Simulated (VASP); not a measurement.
# MgO (P6_3mc) in VASP: notebook

Runs on MgO. Level: PBEsol. Tasks: single point.

All numbers are computed with VASP 6.6.1; they aren't measurements. Logs are shortened: lines on timing, memory, paths and dates and some standing lists are left out, and cuts for length are marked.

### 1 The cell of the first run

The structure is hexagonal, space group P6_3mc (No. 186). Conventional cell: a = 3.419 Å, b = 3.419 Å, c = 5.421 Å, α = 90.00°, β = 90.00°, γ = 120.00°. Mg (site symmetry 3m) has 4 O at 2.05 to 2.15 Å within 2.7 Å. O (site symmetry 3m) has 4 Mg at 2.05 to 2.15 Å within 2.7 Å.

### 2 Single point, PBEsol

INCAR

```
PREC     = Accurate       # precision mode
ENCUT    = 520            # plane-wave cutoff, eV
EDIFF    = 1E-6           # SCF threshold, eV
ISMEAR   = 0              # smearing method
SIGMA    = 0.05           # smearing width, eV
LREAL    = F              # projectors in reciprocal space
LASPH    = T              # aspherical terms in the spheres
NELM     = 100            # most SCF steps
ALGO     = Normal         # electronic algorithm
ISIF     = 2              # what is computed and relaxed
LWAVE    = F              # write WAVECAR
LCHARG   = T              # write CHGCAR
GGA      = PS             # functional
LELF     = T              # ELF
LVHAR    = T            
NBANDS   = 16             # bands
```

KPOINTS

```
regular mesh
0
Gamma
  9 9 6
```

POSCAR

```
MgO
1.0
    3.4191000000      0.0000000000      0.0000000000
   -1.7095500000      2.9610274581      0.0000000000
    0.0000000000      0.0000000000      5.4209000000
Mg O
2 2
Direct
    0.3333333333      0.6666666667      0.0036583380
    0.6666666667      0.3333333333      0.5036583380
    0.3333333333      0.6666666667      0.4009416620
    0.6666666667      0.3333333333      0.9009416620
```

Potentials or basis: VASP PAW PBE potentials, release 64 (Mg, O).

Command:

```sh
$ cat potpaw_PBE.64/Mg/POTCAR potpaw_PBE.64/O/POTCAR > POTCAR
$ mpirun -np 1 vasp_std > vasp.out
```

OUTCAR:

```text
PREC = Accurate
   ENCUT = 520
   EDIFF = 1E-6
   ISMEAR = 0
   LREAL = F
   LASPH = T
   NELM = 100
   ISIF = 2
   GGA = PS

 ion  position               nearest neighbor table
   1  0.333  0.667  0.004-   4 2.05   4 2.05   4 2.05   3 2.15   2 3.35   2 3.35   2 3.35   2 3.35
                             2 3.35   2 3.35
   2  0.667  0.333  0.504-   3 2.05   3 2.05   3 2.05   4 2.15   1 3.35   1 3.35   1 3.35   1 3.35
                             1 3.35   1 3.35
   3  0.333  0.667  0.401-   2 2.05   2 2.05   2 2.05   1 2.15
   4  0.667  0.333  0.901-   1 2.05   1 2.05   1 2.05   2 2.15

  LATTYP: Found a hexagonal cell.
 ALAT       =     3.4191000000
 C/A-ratio  =     1.5854757100

  Lattice vectors:

 A1 = (   3.4191000000,   0.0000000000,   0.0000000000)
 A2 = (  -1.7095500000,   2.9610274581,   0.0000000000)
 A3 = (   0.0000000000,   0.0000000000,   5.4209000000)

Analysis of symmetry for initial positions (statically):
=====================================================================
 Subroutine PRICEL returns:
 Original cell was already a primitive cell.

 Routine SETGRP: Setting up the symmetry group for a
 hexagonal supercell.

 Subroutine GETGRP returns: Found 12 space group operations
 (whereof  6 operations were pure point group operations)
 out of a pool of 24 trial point group operations.

The static configuration has the point symmetry C_3v.
 The point group associated with its full space group is C_6v.

Analysis of symmetry for dynamics (positions and initial velocities):
=====================================================================
 Subroutine PRICEL returns:
 Original cell was already a primitive cell.

 Routine SETGRP: Setting up the symmetry group for a
 hexagonal supercell.

 Subroutine GETGRP returns: Found 12 space group operations
 (whereof  6 operations were pure point group operations)
 out of a pool of 24 trial point group operations.

The dynamic configuration has the point symmetry C_3v.
 The point group associated with its full space group is C_6v.

 Subroutine INISYM returns: Found 12 space group operations
 (whereof  6 operations are pure point group operations),
 and found     1 'primitive' translations

----------------------------------------------------------------------------------------

                                     Primitive cell

  volume of cell :      54.8815

  direct lattice vectors                    reciprocal lattice vectors
     3.419100000  0.000000000  0.000000000     0.292474628  0.168860305  0.000000000
    -1.709550000  2.961027458  0.000000000     0.000000000  0.337720610  0.000000000
     0.000000000  0.000000000  5.420900000     0.000000000  0.000000000  0.184471213

  length of vectors
     3.419100000  3.419100000  5.420900000     0.337720610  0.337720610  0.184471213

  position of ions in fractional coordinates (direct lattice)
     0.333333333  0.666666667  0.003658338
     0.666666667  0.333333333  0.503658338
     0.333333333  0.666666667  0.400941662
     0.666666667  0.333333333  0.900941662

  ion indices of the primitive-cell ions
   primitive index   ion index
                 1           1
                 2           2
                 3           3
                 4           4

----------------------------------------------------------------------------------------

 KPOINTS: regular mesh

Automatic generation of k-mesh.
 Grid dimensions read from file:
 generate k-points for:    9    9    6

 Generating k-lattice:

  Cartesian coordinates                     Fractional coordinates (reciprocal lattice)
     0.032497181  0.018762256  0.000000000     0.111111111  0.000000000  0.000000000
     0.000000000  0.037524512  0.000000000     0.000000000  0.111111111  0.000000000
     0.000000000  0.000000000  0.030745202     0.000000000  0.000000000  0.166666667

  Length of vectors
     0.037524512  0.037524512  0.030745202

  Shift w.r.t. Gamma in fractional coordinates (k-lattice)
     0.000000000  0.000000000  0.000000000

 Subroutine IBZKPT returns following result:
 ===========================================

 Found     48 irreducible k-points:

 Following reciprocal coordinates:
            Coordinates               Weight
  0.000000  0.000000  0.000000      1.000000
  0.111111 -0.000000  0.000000      6.000000
  0.222222 -0.000000  0.000000      6.000000
  0.333333 -0.000000  0.000000      6.000000
  0.444444 -0.000000  0.000000      6.000000
  0.111111  0.111111  0.000000      6.000000
[... 16 lines left out ...]
  0.333333  0.222222  0.166667     24.000000
  0.333333  0.333333  0.166667      4.000000
 [... further k-points ...]
   k-points           NKPTS =     48   k-points in BZ     NKDIM =     48   number of bands    NBANDS=     16
   number of dos      NEDOS =    301   number of ions     NIONS =      4
   total plane-waves  NPLWV =  31360
   dimension x,y,z NGX =    28 NGY =   28 NGZ =   40
   dimension x,y,z NGXF=    56 NGYF=   56 NGZF=   80
   ions per type =               2   2
   NGX,Y,Z   is equivalent  to a cutoff of  13.61, 13.61, 12.27 a.u.
   NGXF,Y,Z  is equivalent  to a cutoff of  27.23, 27.23, 24.53 a.u.
 SYSTEM =  unknown system
   PREC   = accura    normal or accurate (medium, high low for compatibility)
   ISTART =      0    job   : 0-new  1-cont  2-samecut
   ICHARG =      2    charge: 1-file 2-atom 10-const
   ISPIN  =      1    spin polarized calculation?
   LNONCOLLINEAR =      F non collinear calculations
   LSORBIT =      F    spin-orbit coupling
   LASPH  =      T    aspherical Exc in radial PAW
   ENCUT  =  520.0 eV  38.22 Ry    6.18 a.u.   6.36  6.36 10.08*2*pi/ulx,y,z
   NELM   =    100;   NELMIN=  2; NELMDL= -5     # of ELM steps
   EDIFF  = 0.1E-05   stopping-criterion for ELM
   LREAL  =      F    real-space projection
   EDIFFG = 0.1E-04   stopping-criterion for IOM
   NSW    =      0    number of steps for IOM
   IBRION =     -1    ionic relax: 0-MD 1-quasi-New 2-CG
   NFREE  =      0    steps in history (QN), initial steepest desc. (CG)
   ISIF   =      2    stress and relaxation
   ISYM   =      2    0-nonsym 1-usesym 2-fastsym
   POTIM  = 0.5000    time-step for ionic-motion
   TEBEG  =    0.0;   TEEND  =   0.0 temperature during run
   PSTRESS=    0.0 pullay stress
   NELECT =      16.0000    total number of electrons
   NUPDOWN=      -1.0000    fix difference up-down
   EMIN   =  10.00;   EMAX   =-10.00  energy-range for DOS
   EFERMI =   0.00;   METHOD = LEGACY
   ISMEAR =     0;   SIGMA  =   0.05  broadening in eV -4-tet -1-fermi 0-gaus
   EFERMI_NEDOS =   21; number of points for ismear=-14 and -15
   IALGO  =     38    algorithm
   IMIX   =      4    mixing-type and parameters
     AMIX     =   0.40;   BMIX     =  1.00
     AMIX_MAG =   1.60;   BMIX_MAG =  1.00
  volume/ion in A,a.u.               =      13.72        92.59
  Fermi-wavevector in a.u.,A,eV,Ry     =   1.085524  2.051344 16.032607  1.178363
  Thomas-Fermi vector in A             =   2.221640
   LORBIT       =      0    0 simple, 1 ext, 2 COOP (PROOUT), +10 PAW based schemes
   GGA     = PS    functional components
   LHFCALC =     F    Hartree Fock is set to
   AEXX    =    0.0000 exact exchange contribution
   IVDW    =     0    specifies the selected vdW correction
   LEPSILON=     F    determine dielectric tensor
   LRPA    =     F    only Hartree local field effects (RPA)
 non-spin polarized calculation
 Gauss-broadening in eV      SIGMA  =   0.05
  energy-cutoff  :      520.00
  volume of cell :       54.88
 maximum number of plane-waves:      1496
 NGX is ok and might be reduce to    28
   NGX = 13   NGY = 13   NGZ = 21

 number of electron      15.9999995 magnetization

 Free energy of the ion-electron system (eV)
  ---------------------------------------------------
  ext. energy  EPLUGINS =         0.00000000
  ---------------------------------------------------
  free energy    TOTEN  =       -24.19234909 eV

  energy without entropy =      -24.19234909  energy(sigma->0) =      -24.19234909

 E-fermi :   0.3950     XC(G=0):  -9.3356

 val. band max:        0.1799682903   @ k =   0.0000   0.0000   0.0000
 cond. band min:       2.8574859410   @ k =   0.0000   0.0000   0.0000
 fundamental gap:      2.6775176507
 Fermi energy:         0.3949896220

 k-point     1 :       0.0000    0.0000    0.0000
  band No.  band energies     occupation
      1     -15.4787      2.00000
      2     -14.9432      2.00000
      3      -2.6870      2.00000
      4      -0.3543      2.00000
      5      -0.3543      2.00000
      6      -0.1044      2.00000
[... 8 lines left out ...]
     15      15.3462      0.00000
     16      15.3462      0.00000

 k-point     2 :       0.1111   -0.0000    0.0000
  band No.  band energies     occupation
      1     -15.4308      2.00000
      2     -14.9230      2.00000
      3      -2.5740      2.00000
      4      -0.6538      2.00000
      5      -0.4723      2.00000
      6      -0.4242      2.00000
[... 8 lines left out ...]
     15      15.0233      0.00000
     16      15.4995      0.00000

 k-point     3 :       0.2222   -0.0000    0.0000
  band No.  band energies     occupation
      1     -15.3030      2.00000
      2     -14.8757      2.00000
      3      -2.2552      2.00000
      4      -1.4166      2.00000
      5      -1.0059      2.00000
      6      -0.5757      2.00000
[... 8 lines left out ...]
     15      14.0645      0.00000
     16      14.5513      0.00000

 k-point     4 :       0.3333   -0.0000    0.0000
  band No.  band energies     occupation
      1     -15.1403      2.00000
      2     -14.8335      2.00000
      3      -2.0954      2.00000
      4      -1.7969      2.00000
      5      -1.4931      2.00000
      6      -0.7255      2.00000
[... 8 lines left out ...]
     15      13.7161      0.00000
     16      14.5391      0.00000
[... 324 lines left out ...]
 k-point    22 :       0.2222    0.2222    0.1667
  band No.  band energies     occupation
      1     -15.0446      2.00000
      2     -14.8373      2.00000
      3      -2.1056      2.00000
      4      -1.9422      2.00000
      5      -1.1435      2.00000
      6      -1.0278      2.00000
[... 8 lines left out ...]
     15      12.3174      0.00000
     16      15.1767      0.00000

 k-point    23 :       0.3333    0.2222    0.1667
  band No.  band energies     occupation
      1     -14.9387      2.00000
      2     -14.8370      2.00000
      3      -2.2518      2.00000
      4      -1.8294      2.00000
      5      -1.3981      2.00000
      6      -0.8972      2.00000
[... 8 lines left out ...]
     15      12.4466      0.00000
     16      14.9639      0.00000

 k-point    24 :       0.3333    0.3333    0.1667
  band No.  band energies     occupation
      1     -14.8695      2.00000
      2     -14.8695      2.00000
      3      -2.0667      2.00000
      4      -1.7172      2.00000
      5      -1.7172      2.00000
      6      -1.0831      2.00000
[... 8 lines left out ...]
     15      12.5580      0.00000
     16      15.6906      0.00000

 [... further k-points ...]
[... 5 lines left out ...]
  --------------------------------------------------------------------------------------
  -------------------------------------------------------------------------------------
  Total       -4.1515535     -4.1515535     -5.0464737      0.0000000      0.0000000      0.0000000
  in kB     -121.1980365   -121.1980365   -147.3238184      0.0000000      0.0000000      0.0000000
  external PRESSURE =    -129.9066305 kB  Pullay stress =       0.0000000 kB

 VOLUME and BASIS-vectors are now :
 -----------------------------------------------------------------------------
  energy-cutoff  :      520.00
  volume of cell :       54.88
      direct lattice vectors                 reciprocal lattice vectors
     3.419100000  0.000000000  0.000000000     0.292474628  0.168860305  0.000000000
    -1.709550000  2.961027458  0.000000000     0.000000000  0.337720610  0.000000000
     0.000000000  0.000000000  5.420900000     0.000000000  0.000000000  0.184471213

 POSITION                                       TOTAL-FORCE (eV/Angst)
 -----------------------------------------------------------------------------------
     -0.00000      1.97402      0.01983         0.000000      0.000000      0.253842
      1.70955      0.98701      2.73028        -0.000000      0.000000      0.253842
     -0.00000      1.97402      2.17346         0.000000     -0.000000     -0.253842
      1.70955      0.98701      4.88391        -0.000000      0.000000     -0.253842
 -----------------------------------------------------------------------------------
    total drift:                               -0.000000     -0.000000     -0.000249

  FREE ENERGIE OF THE ION-ELECTRON SYSTEM (eV)
  ---------------------------------------------------
  free  energy   TOTEN  =       -24.1923490909 eV

  energy  without entropy=      -24.1923490909  energy(sigma->0) =      -24.19234909
```

Run time: 21 s. Hardware: 1 thread of AMD EPYC 9R45 (Zen 5), shared host; peak memory 0.17 GiB.

What came out:

| Property | Result |
| --- | --- |
| Free energy | -24.1923 eV |
| Pressure | -13.0 GPa |
| Largest force | 0.254 eV/Å |
| Band gap on the k mesh | 2.68 eV, direct |

Forces in eV/Å, atoms in the order of the input:
```
Mg   0.000  0.000  0.254
Mg   0.000  0.000  0.254
O    0.000  0.000 -0.254
O    0.000  0.000 -0.254
```

Levels at points of the mesh, in eV from the valence-band top:
```tsv
k point	band 5	band 6	band 7	band 8	band 9	band 10	band 11	band 12
(0.00, 0.00, 0.00)	-0.53	-0.28	-0.28	0.00	2.68	7.46	8.87	13.39
(0.00, 0.00, 0.50)	-0.41	-0.41	-0.41	-0.41	5.03	5.03	11.59	11.59
```

Caveat: the PAW data sets were made with another functional, which shifts forces and pressure a little. PBEsol gaps usually lie below the measured ones, often by a third to a half.

(Part 1 of 2 ends here.)
